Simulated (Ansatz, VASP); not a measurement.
## CoSn in VASP and in Ansatz

The input INCAR:

```
PREC = Accurate
ENCUT = 520
EDIFF = 1E-6
ISMEAR = 0
SIGMA = 0.1
LREAL = False
LASPH = True
NELM = 60
ALGO = Fast
ISIF = 2
LWAVE = False
LCHARG = False
GGA = PS
NBANDS = 44
```

The input KPOINTS:

```
Automatic mesh
0
Gamma
  12 12 8
```

Contents of POSCAR:

```
CoSn
1.0
    5.3241101287      0.0000000000      0.0000000000
   -2.6620550643      4.6108146240      0.0000000000
    0.0000000000      0.0000000000      4.2518413235
Co Sn
3 3
Direct
    0.0000000000      0.5000000000      0.0000000000
    0.5000000000      0.5000000000      0.0000000000
    0.5000000000      0.0000000000      0.0000000000
    0.6666666667      0.3333333333      0.5000000000
    0.3333333333      0.6666666667      0.5000000000
    0.0000000000      0.0000000000      0.0000000000
```

Input for Ansatz:

```yaml
crystal:
  lattice:
    - [5.3241101287, 0.0, 0.0]
    - [-2.6620550643, 4.610814624, 0.0]
    - [0.0, 0.0, 4.2518413235]
  atoms:
    - { symbol: Co, position: [0.0, 0.5, 0.0] }
    - { symbol: Co, position: [0.5, 0.5, 0.0] }
    - { symbol: Co, position: [0.5, 0.0, 0.0] }
    - { symbol: Sn, position: [0.6666666667, 0.3333333333, 0.5] }
    - { symbol: Sn, position: [0.3333333333, 0.6666666667, 0.5] }
    - { symbol: Sn, position: [0.0, 0.0, 0.0] }
basis:
  ecutwfc: 420
kpoints:
  mp_grid: { grid: [12, 12, 8] }
hamiltonian:
  xc: pbesol
scf:
  occupations: { method: gaussian, width: 0.1 }
output:
  forces: true
  stress: true
  eigenvalues: true
```

Change from the starting cell: equal strain along all axes, cell held, atoms relaxed: +2.0 %.

Alike in both runs: task single point; functional PBEsol; k mesh 12 × 12 × 8; occupations gaussian, width 0.1 eV; no spin polarisation.

```csv
,VASP,Ansatz
version,VASP 6.6.1,Ansatz 0.2.0
potentials or method,"VASP PAW PBE potentials, release 64 (Co, Sn_d), cutoff 520 eV","scalar-relativistic, plane waves, PAW"
valence electrons in the cell,69,93
```

|  | VASP | Ansatz | Ansatz less VASP |
| --- | --- | --- | --- |
| gap on the k mesh at the Fermi level (eV) | none | none | - |
| pressure (GPa) | -7.5 | -7.5 | +0.01 |
| traceless stress, the component that is largest in VASP (GPa) | -0.06 | 0.00 | +0.063 |

VASP's potentials were made for PBE, not for PBEsol. A gap of «none» marks a metal or a gap that the smearing closes. VASP's potentials hold 69 valence electrons a cell and Ansatz's 93, so a difference there can come from the potentials and not from the codes.
